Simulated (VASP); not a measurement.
Li4H3F, 64 atoms in the cell. The typed cell holds 64 atoms: a = 7.996 Å, b = 7.996 Å, c = 7.996 Å, α = 90.00°, β = 90.00°, γ = 90.00°. 

| Property | Result |
| --- | --- |
| Program | VASP 6.6.1 |
| Task | single point |
| Functional | PBEsol |
| Potentials or basis | VASP PAW PBE potentials, release 64 (H, F, Li_sv) |
| Cutoff | 520 eV |
| k mesh | 1 × 1 × 1, shifted |
| Occupations | fermi-dirac, width 0.05 eV |
| Spin | no spin polarisation |
| Dipole correction | no |
| Further INCAR settings | LREAL = Auto; ALGO = Normal; EDIFF = 1e-06; NBANDS = 126; ISYM = 0 |

Potentials or basis: VASP PAW PBE potentials, release 64 (H, F, Li_sv).

The run is started by

```sh
$ cat potpaw_PBE.64/H/POTCAR potpaw_PBE.64/F/POTCAR potpaw_PBE.64/Li_sv/POTCAR > POTCAR
$ mpirun -np 1 vasp_std > vasp.out
```

Hardware: 1 thread of Intel(R) Xeon(R) Platinum 8259CL CPU @ 2.50GHz (Skylake/Cascade Lake), with other jobs on the host.

Task: Estimate the wall time of this run.

Result: Wall time 6.7 min on 1 thread of Intel(R) Xeon(R) Platinum 8259CL CPU @ 2.50GHz (Skylake/Cascade Lake), on a shared host, peak memory 0.56 GiB. Counts: scf iterations 16, k points 4.
